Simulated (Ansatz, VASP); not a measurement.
## Ge in VASP and in Ansatz

Contents of INCAR:

```
SYSTEM = Ge
PREC     = Accurate       ! precision mode
ENCUT    = 520            ! plane-wave cutoff, eV
EDIFF    = 1E-6           ! SCF threshold, eV
ISMEAR   = -1             ! smearing method
SIGMA    = 0.05           ! smearing width, eV
LREAL    = .False.        ! projectors in reciprocal space
LASPH    = .True.         ! aspherical terms in the spheres
NELM     = 60             ! most SCF steps
ALGO     = Normal         ! electronic algorithm
ISIF     = 2              ! what is computed and relaxed
LWAVE    = .False.        ! write WAVECAR
LCHARG   = .False.        ! write CHGCAR
GGA      = PE             ! functional
NBANDS   = 21             ! bands
```

Contents of KPOINTS:

```
Automatic mesh
0
Gamma
  10 10 10
  0 0 0
```

The input POSCAR:

```
Ge
1.0
    0.0000000000      2.7721946000      2.8287700000
    2.7721946000      0.0000000000      2.8287700000
    2.7721946000      2.7721946000      0.0000000000
Ge
2
Direct
    0.5000000000      0.5000000000      0.5000000000
    0.7500000000      0.7500000000      0.7500000000
```

Input for Ansatz:

```yaml
crystal:
  lattice:
    - [0.0, 2.7721946, 2.82877]
    - [2.7721946, 0.0, 2.82877]
    - [2.7721946, 2.7721946, 0.0]
  atoms:
    - { symbol: Ge, position: [0.5, 0.5, 0.5] }
    - { symbol: Ge, position: [0.75, 0.75, 0.75] }
kpoints:
  mp_grid: { grid: [10, 10, 10] }
  band_path:
    path:
      - [0.0, 0.0, 0.0]
      - [0.0, 0.5, 0.5]
      - [0.25, 0.75, 0.5]
      - [0.0, 0.5, 0.0]
      - [0.0, 0.0, 0.0]
      - [0.5, 0.5, 0.0]
      - [0.37005, 0.62995, 0.0]
      - [-0.37005, 0.37005, 0.0]
      - [0.0, 0.0, 0.0]
    npoints: 5
scf:
  occupations: { method: fermi_dirac, width: 0.05 }
hamiltonian:
  xc: pbe
  pseudopotentials: { kind: all_electron, lapw: { basis_error: 0.00025 } }
output:
  forces: true
  stress: true
  eigenvalues: true
```

Change from the starting cell: equal xx and yy strain of -2 %.

Alike in both runs: task single point; functional PBE; k mesh 10 × 10 × 10; occupations fermi-dirac, width 0.05 eV; no spin polarisation.

|  | VASP | Ansatz |
| --- | --- | --- |
| version | VASP 6.6.1 | Ansatz 0.2.0 |
| potentials or method | VASP PAW PBE potentials, release 64 (Ge_d), cutoff 520 eV | all-electron LAPW, scalar-relativistic |

VASP gave:

| Item | Value |
| --- | --- |
| pressure (GPa) | 6.9 |
| traceless stress, the component that is largest in VASP (GPa) | -1.03 |

Question: Which values does Ansatz return?

Answer: Pressure (GPa): 7.0; traceless stress, the component that is largest in VASP (GPa): -1.02.

Ansatz ran all-electron here, and VASP with PAW potentials.
